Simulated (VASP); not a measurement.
# Pt (Fm-3m) in VASP: single point with LDA

Aim: the single point of Pt with LDA.

Program: VASP 6.6.1. These are calculated values, not measurements. Logs are shortened: lines on timing, memory, paths and dates and some standing lists are left out, and cuts for length are marked.

### 1 The cell of the first run

It takes space group Fm-3m (No. 225, cubic). The conventional cell has a = 3.920 Å, b = 3.920 Å, c = 3.920 Å, α = 90.00°, β = 90.00°, γ = 90.00°. Pt (site symmetry m-3m) has 12 Pt at 2.77 Å within 3.7 Å.

### 2 Single point, LDA

Input file INCAR:

```
SYSTEM = Pt
PREC     = Accurate       ! precision mode
ENCUT    = 500            ! plane-wave cutoff, eV
EDIFF    = 1E-6           ! SCF threshold, eV
ISMEAR   = 0              ! smearing method
SIGMA    = 0.1            ! smearing width, eV
LREAL    = .False.        ! projectors in reciprocal space
LASPH    = .True.         ! aspherical terms in the spheres
NELM     = 120            ! most SCF steps
ALGO     = Normal         ! electronic algorithm
ISIF     = 2              ! what is computed and relaxed
LWAVE    = .False.        ! write WAVECAR
LCHARG   = .False.        ! write CHGCAR
GGA      = CA             ! functional
NBANDS   = 11             ! bands
GGA_COMPAT= .False.
```

Input file KPOINTS:

```
Automatic mesh
0
Gamma
  8 8 8
  0 0 0
```

Input file POSCAR:

```
Pt
1.0
    0.0000000000      1.9600000000      1.9600000000
    1.9600000000      0.0000000000      1.9600000000
    1.9600000000      1.9600000000      0.0000000000
Pt
1
Direct
    0.0000000000      0.0000000000      0.0000000000
```

Potentials or basis: VASP PAW LDA potentials, release 64 (Pt).

The run is started by

```
$ cat potpaw_LDA.64/Pt/POTCAR > POTCAR
$ mpirun -np 1 vasp_std > vasp.out
```

OUTCAR:

```text
SYSTEM = Pt
   PREC = Accurate
   ENCUT = 500
   EDIFF = 1E-6
   ISMEAR = 0
   LREAL = .False.
   LASPH = .True.
   NELM = 120
   ISIF = 2
   GGA = CA

 ion  position               nearest neighbor table
   1  0.000  0.000  0.000-

  LATTYP: Found a face centered cubic cell.
 ALAT       =     3.9200000000

  Lattice vectors:

 A1 = (   0.0000000000,   1.9600000000,   1.9600000000)
 A2 = (   1.9600000000,   0.0000000000,   1.9600000000)
 A3 = (   1.9600000000,   1.9600000000,   0.0000000000)

Analysis of symmetry for initial positions (statically):
=====================================================================
 Subroutine PRICEL returns:
 Original cell was already a primitive cell.

 Routine SETGRP: Setting up the symmetry group for a
 face centered cubic supercell.

 Subroutine GETGRP returns: Found 48 space group operations
 (whereof 48 operations were pure point group operations)
 out of a pool of 48 trial point group operations.

The static configuration has the point symmetry O_h .

Analysis of symmetry for dynamics (positions and initial velocities):
=====================================================================
 Subroutine PRICEL returns:
 Original cell was already a primitive cell.

 Routine SETGRP: Setting up the symmetry group for a
 face centered cubic supercell.

 Subroutine GETGRP returns: Found 48 space group operations
 (whereof 48 operations were pure point group operations)
 out of a pool of 48 trial point group operations.

The dynamic configuration has the point symmetry O_h .

 Subroutine INISYM returns: Found 48 space group operations
 (whereof 48 operations are pure point group operations),
 and found     1 'primitive' translations

----------------------------------------------------------------------------------------

                                     Primitive cell

  volume of cell :      15.0591

  direct lattice vectors                    reciprocal lattice vectors
     0.000000000  1.960000000  1.960000000    -0.255102041  0.255102041  0.255102041
     1.960000000  0.000000000  1.960000000     0.255102041 -0.255102041  0.255102041
     1.960000000  1.960000000  0.000000000     0.255102041  0.255102041 -0.255102041

  length of vectors
     2.771858582  2.771858582  2.771858582     0.441849696  0.441849696  0.441849696

  position of ions in fractional coordinates (direct lattice)
     0.000000000  0.000000000  0.000000000

  ion indices of the primitive-cell ions
   primitive index   ion index
                 1           1

----------------------------------------------------------------------------------------

 KPOINTS: Automatic mesh

Automatic generation of k-mesh.
 Grid dimensions read from file:
 generate k-points for:    8    8    8

 Generating k-lattice:

  Cartesian coordinates                     Fractional coordinates (reciprocal lattice)
    -0.031887755  0.031887755  0.031887755     0.125000000  0.000000000  0.000000000
     0.031887755 -0.031887755  0.031887755     0.000000000  0.125000000  0.000000000
     0.031887755  0.031887755 -0.031887755     0.000000000  0.000000000  0.125000000

  Length of vectors
     0.055231212  0.055231212  0.055231212

  Shift w.r.t. Gamma in fractional coordinates (k-lattice)
     0.000000000  0.000000000  0.000000000

 Subroutine IBZKPT returns following result:
 ===========================================

 Found     29 irreducible k-points:

 Following reciprocal coordinates:
            Coordinates               Weight
  0.000000  0.000000  0.000000      1.000000
  0.125000  0.000000  0.000000      8.000000
  0.250000  0.000000  0.000000      8.000000
  0.375000  0.000000  0.000000      8.000000
  0.500000  0.000000  0.000000      4.000000
  0.125000  0.125000  0.000000      6.000000
[... 16 lines left out ...]
  0.500000  0.250000  0.125000     48.000000
 -0.375000  0.250000  0.125000     24.000000
 [... further k-points ...]
   k-points           NKPTS =     29   k-points in BZ     NKDIM =     29   number of bands    NBANDS=     11
   number of dos      NEDOS =    301   number of ions     NIONS =      1
   total plane-waves  NPLWV =   8000
   dimension x,y,z NGX =    20 NGY =   20 NGZ =   20
   dimension x,y,z NGXF=    40 NGYF=   40 NGZF=   40
   ions per type =               1
   NGX,Y,Z   is equivalent  to a cutoff of  12.00, 12.00, 12.00 a.u.
   NGXF,Y,Z  is equivalent  to a cutoff of  23.99, 23.99, 23.99 a.u.
 SYSTEM =  Pt
   PREC   = accura    normal or accurate (medium, high low for compatibility)
   ISTART =      0    job   : 0-new  1-cont  2-samecut
   ICHARG =      2    charge: 1-file 2-atom 10-const
   ISPIN  =      1    spin polarized calculation?
   LNONCOLLINEAR =      F non collinear calculations
   LSORBIT =      F    spin-orbit coupling
   LASPH  =      T    aspherical Exc in radial PAW
   ENCUT  =  500.0 eV  36.75 Ry    6.06 a.u.   5.05  5.05  5.05*2*pi/ulx,y,z
   NELM   =    120;   NELMIN=  2; NELMDL= -5     # of ELM steps
   EDIFF  = 0.1E-05   stopping-criterion for ELM
   LREAL  =      F    real-space projection
   EDIFFG = 0.1E-04   stopping-criterion for IOM
   NSW    =      0    number of steps for IOM
   IBRION =     -1    ionic relax: 0-MD 1-quasi-New 2-CG
   NFREE  =      0    steps in history (QN), initial steepest desc. (CG)
   ISIF   =      2    stress and relaxation
   ISYM   =      2    0-nonsym 1-usesym 2-fastsym
   POTIM  = 0.5000    time-step for ionic-motion
   TEBEG  =    0.0;   TEEND  =   0.0 temperature during run
   PSTRESS=    0.0 pullay stress
   NELECT =      10.0000    total number of electrons
   NUPDOWN=      -1.0000    fix difference up-down
   EMIN   =  10.00;   EMAX   =-10.00  energy-range for DOS
   EFERMI =   0.00;   METHOD = LEGACY
   ISMEAR =     0;   SIGMA  =   0.10  broadening in eV -4-tet -1-fermi 0-gaus
   EFERMI_NEDOS =   21; number of points for ismear=-14 and -15
   IALGO  =     38    algorithm
   IMIX   =      4    mixing-type and parameters
     AMIX     =   0.40;   BMIX     =  1.00
     AMIX_MAG =   1.60;   BMIX_MAG =  1.00
  volume/ion in A,a.u.               =      15.06       101.62
  Fermi-wavevector in a.u.,A,eV,Ry     =   1.428265  2.699029 27.755077  2.039941
  Thomas-Fermi vector in A             =   2.548345
   LORBIT       =      0    0 simple, 1 ext, 2 COOP (PROOUT), +10 PAW based schemes
   GGA     = CA    functional components
   LHFCALC =     F    Hartree Fock is set to
   AEXX    =    0.0000 exact exchange contribution
   IVDW    =     0    specifies the selected vdW correction
   LEPSILON=     F    determine dielectric tensor
   LRPA    =     F    only Hartree local field effects (RPA)
 non-spin polarized calculation
 Gauss-broadening in eV      SIGMA  =   0.10
  energy-cutoff  :      500.00
  volume of cell :       15.06
 maximum number of plane-waves:       392
   NGX = 11   NGY = 11   NGZ = 11

 number of electron      10.0000001 magnetization

 Free energy of the ion-electron system (eV)
  ---------------------------------------------------
  ext. energy  EPLUGINS =         0.00000000
  ---------------------------------------------------
  free energy    TOTEN  =        -7.49272882 eV

  energy without entropy =       -7.48376067  energy(sigma->0) =       -7.48824475

 E-fermi :  11.1009     XC(G=0): -13.7012

 val. band max:       10.9504685527   @ k =  -0.3750   0.3750   0.0000
 cond. band min:      11.1049542982   @ k =  -0.2500   0.1250   0.0000
 fundamental gap:      0.1544857455
 Fermi energy:        11.1008739093

 k-point     1 :       0.0000    0.0000    0.0000
  band No.  band energies     occupation
      1       0.9071      2.00000
      2       7.3122      2.00000
      3       7.3122      2.00000
      4       7.3122      2.00000
      5       9.5037      2.00000
      6       9.5037      2.00000
      7      25.7928      0.00000
      8      30.7189      0.00000
      9      30.7189      0.00000
     10      30.7189      0.00000
     11      36.1859      0.00000

 k-point     2 :       0.1250    0.0000    0.0000
  band No.  band energies     occupation
      1       1.5191      2.00000
      2       7.0706      2.00000
      3       7.5330      2.00000
      4       7.5330      2.00000
      5       9.4015      2.00000
      6       9.4015      2.00000
      7      26.6916      0.00000
      8      28.2887      0.00000
      9      31.6655      0.00000
     10      31.6655      0.00000
     11      37.4305      0.00000

 k-point     3 :       0.2500    0.0000    0.0000
  band No.  band energies     occupation
      1       2.9523      2.00000
      2       6.9729      2.00000
      3       7.6939      2.00000
      4       7.6939      2.00000
      5       9.6750      2.00000
      6       9.6750      2.00000
      7      24.4648      0.00000
      8      27.5458      0.00000
      9      33.7829      0.00000
     10      33.7829      0.00000
     11      34.6599      0.00000

 k-point     4 :       0.3750    0.0000    0.0000
  band No.  band energies     occupation
      1       3.7357      2.00000
      2       7.4182      2.00000
      3       7.4182      2.00000
      4       8.6508      2.00000
      5      10.6364      2.00000
      6      10.6364      2.00000
      7      19.9411      0.00000
      8      26.0594      0.00000
      9      31.4990      0.00000
     10      31.4990      0.00000
     11      37.5997      0.00000

 k-point     5 :       0.5000    0.0000    0.0000
  band No.  band energies     occupation
      1       3.7783      2.00000
      2       7.2606      2.00000
      3       7.2606      2.00000
      4      10.6821      2.00000
      5      11.1754      0.29202
      6      11.1754      0.29201
      7      16.9820      0.00000
      8      25.3606      0.00000
      9      30.0693      0.00000
     10      30.0693      0.00000
     11      39.6392      0.00000
[... 211 lines left out ...]
 k-point    21 :       0.5000    0.5000    0.0000
  band No.  band energies     occupation
      1       4.0400      2.00000
      2       4.4789      2.00000
      3      11.1557      0.43800
      4      11.6212      0.00000
      5      11.6212      0.00000
      6      12.9286      0.00000
      7      20.0283      0.00000
      8      22.5085      0.00000
      9      22.5085      0.00000
     10      31.3826      0.00000
     11      34.6995      0.00000

 k-point    22 :       0.3750    0.2500    0.1250
  band No.  band energies     occupation
      1       4.2375      2.00000
      2       5.9944      2.00000
      3       7.3112      2.00000
      4       8.9818      2.00000
      5       9.0875      2.00000
      6      11.1560      0.43593
      7      24.6739      0.00000
      8      26.9160      0.00000
      9      29.1238      0.00000
     10      31.3717      0.00000
     11      35.4053      0.00000

 k-point    23 :       0.5000    0.2500    0.1250
  band No.  band energies     occupation
      1       5.0440      2.00000
      2       6.5113      2.00000
      3       6.7896      2.00000
      4       8.7007      2.00000
      5      10.3876      2.00000
      6      13.0737      0.00000
      7      20.4207      0.00000
      8      25.5527      0.00000
      9      27.3975      0.00000
     10      31.6200      0.00000
     11      35.4399      0.00000

 k-point    24 :      -0.3750    0.2500    0.1250
  band No.  band energies     occupation
      1       5.0615      2.00000
      2       6.3022      2.00000
      3       7.6734      2.00000
      4       8.4358      2.00000
      5      10.9384      1.97844
      6      15.5874      0.00000
      7      16.6528      0.00000
      8      25.8732      0.00000
      9      26.2647      0.00000
     10      30.2837      0.00000
     11      37.3575      0.00000

 [... further k-points ...]
[... 5 lines left out ...]
  --------------------------------------------------------------------------------------
  -------------------------------------------------------------------------------------
  Total       -0.5444471     -0.5444471     -0.5444471      0.0000000      0.0000000      0.0000000
  in kB      -57.9252718    -57.9252718    -57.9252718      0.0000000      0.0000000      0.0000000
  external PRESSURE =     -57.9252718 kB  Pullay stress =       0.0000000 kB

 VOLUME and BASIS-vectors are now :
 -----------------------------------------------------------------------------
  energy-cutoff  :      500.00
  volume of cell :       15.06
      direct lattice vectors                 reciprocal lattice vectors
     0.000000000  1.960000000  1.960000000    -0.255102041  0.255102041  0.255102041
     1.960000000  0.000000000  1.960000000     0.255102041 -0.255102041  0.255102041
     1.960000000  1.960000000  0.000000000     0.255102041  0.255102041 -0.255102041

 POSITION                                       TOTAL-FORCE (eV/Angst)
 -----------------------------------------------------------------------------------
      0.00000      0.00000      0.00000        -0.000000      0.000000     -0.000000
 -----------------------------------------------------------------------------------
    total drift:                               -0.000000     -0.000000     -0.000000

  FREE ENERGIE OF THE ION-ELECTRON SYSTEM (eV)
  ---------------------------------------------------
  free  energy   TOTEN  =        -7.4927288248 eV

  energy  without entropy=       -7.4837606707  energy(sigma->0) =       -7.48824475
```

It took 2.4 s on 1 thread of AMD EPYC 9R45 (Zen 5), shared host; peak memory 0.09 GiB.

Results:

* Free energy: -7.4927 eV
* Pressure: -5.8 GPa
* Band gap on the k mesh: zero (band 5 reaches 11.62 eV, above the bottom of band 6 at 9.40 eV)

Levels at points of the mesh, in eV from the Fermi level:
| k point | band 3 | band 4 | band 5 | band 6 | band 7 | band 8 |
| --- | --- | --- | --- | --- | --- | --- |
| (0.00, 0.00, 0.00) | -3.79 | -3.79 | -1.60 | -1.60 | 14.69 | 19.62 |
| (0.50, 0.00, 0.00) | -3.84 | -0.42 | 0.07 | 0.07 | 5.88 | 14.26 |
| (0.50, 0.50, 0.00) | 0.05 | 0.52 | 0.52 | 1.83 | 8.93 | 11.41 |

Caveat: spin-orbit coupling is left out, which moves the levels of the heavy elements.
